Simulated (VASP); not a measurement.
Crystal: Ge.

```
Ge
1.0
     0.00000    2.82891    2.82891
     2.82891    0.00000    2.82891
     2.82891    2.82891    0.00000
Ge
2
Cartesian
  4.2434 4.2434 4.2434
  2.8289 2.8289 2.8289
```

| Quantity | Value |
| --- | --- |
| Program | VASP 6.6.1 |
| Task | relaxation of cell and atoms |
| Functional | RPBE |
| Potentials or basis | VASP PAW PBE potentials, release 64 (Ge_d) |
| Cutoff | 600 eV |
| k mesh | 8 × 8 × 8 |
| Occupations | fermi-dirac, width 0.05 eV |
| Spin | no spin polarisation |

At the start: pressure 5.3 GPa; volume 22.64 Å³/atom.

Q: Where does the relaxation end?

A: Over 3 steps the energy falls by 30.2 meV/atom and the volume is 24.57 Å³/atom (+8.5 %); space group Fd-3m (No. 227, to 0.05 Å).

The path:
```tsv
step	energy change (eV)	largest force (eV/Å)	pressure (GPa)	volume (Å³)
1	0.0000	0.0000	5.30	45.28
2	-0.0557	0.0000	-1.34	50.36
3	-0.0603	0.0000	0.03	49.14
```

Final structure:
```xyz
2
Lattice="0.0000 2.9072 2.9072 2.9072 0.0000 2.9072 2.9072 2.9072 0.0000" Properties=species:S:1:pos:R:3 pbc="T T T"
Ge    4.3609    4.3609    4.3609
Ge    2.9072    2.9072    2.9072
```

The cell as given is a measured one (22.64 Å³/atom); RPBE puts the equilibrium volume +8.5 % from it, thermal expansion not counted.

Caveat: the PAW data sets were made with another functional, which shifts forces and pressure a little.
